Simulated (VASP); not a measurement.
Write the native input for VASP 6.6.1 that does the following.

```
Task                    : density of states
Functional              : LDA
Potentials or basis     : VASP PAW LDA potentials, release 64 (S)
Cutoff                  : 520 eV
k mesh                  : 13 × 13 × 13
Occupations             : fermi-dirac, width 0.05 eV
Spin                    : no spin polarisation
Dipole correction       : no
k mesh for the DOS      : 20 × 20 × 20
Occupations for the DOS : tetrahedron
Further INCAR settings  : ALGO = Normal; EDIFF = 1e-06
```

S:

```xyz
2
Lattice="0.0000 2.8171 2.8171 2.8171 0.0000 2.8171 2.8171 2.8171 0.0000" Properties=species:S:1:pos:R:3 pbc="T T T"
S    -0.7043   -0.7043   -0.7043
S     0.7043    0.7043    0.7043
```

These files were run (other wordings do the same):

POSCAR

```
S
1.0
    0.0000000000      2.8171169965      2.8171169965
    2.8171169965      0.0000000000      2.8171169965
    2.8171169965      2.8171169965      0.0000000000
S
2
Direct
   -0.1250000000     -0.1250000000     -0.1250000000
    0.1250000000      0.1250000000      0.1250000000
```

INCAR.step1

```
SYSTEM = S
PREC = Accurate
ENCUT = 520
EDIFF = 1E-6
ISMEAR = -1
SIGMA = 0.05
LREAL = .False.
LASPH = .True.
NELM = 80
ALGO = Normal
ISIF = 2
LWAVE = .False.
LCHARG = .True.
GGA = CA
NBANDS = 13
```

KPOINTS.step1

```
Automatic mesh
0
Gamma
  13 13 13
  0 0 0
```

INCAR.step2

```
SYSTEM = S
PREC = Accurate
ENCUT = 520
EDIFF = 1E-6
ISMEAR = -5
SIGMA = 0.05
LREAL = .False.
LASPH = .True.
NELM = 80
ALGO = Normal
ISIF = 2
LWAVE = .False.
LCHARG = .False.
GGA = CA
LORBIT = 11
NEDOS = 2001
ICHARG = 11
```

KPOINTS.step2

```
Automatic mesh
0
Gamma
  20 20 20
  0 0 0
```

Potentials or basis: VASP PAW LDA potentials, release 64 (S).

The run is started by

```bash
$ cat potpaw_LDA.64/S/POTCAR > POTCAR
$ cp INCAR.step1 INCAR
$ cp KPOINTS.step1 KPOINTS
$ mpirun -np 1 vasp_std > vasp.out
$ cp INCAR.step2 INCAR
$ cp KPOINTS.step2 KPOINTS
$ mpirun -np 1 vasp_std > vasp.out
```

It gave:

```json
{
 "Valence electrons inside the program's atomic spheres": "S 3.51"
}
```

Wall time 3.3 min on 1 thread of AMD EPYC 7R13, with other jobs on the host, peak memory 0.18 GiB.
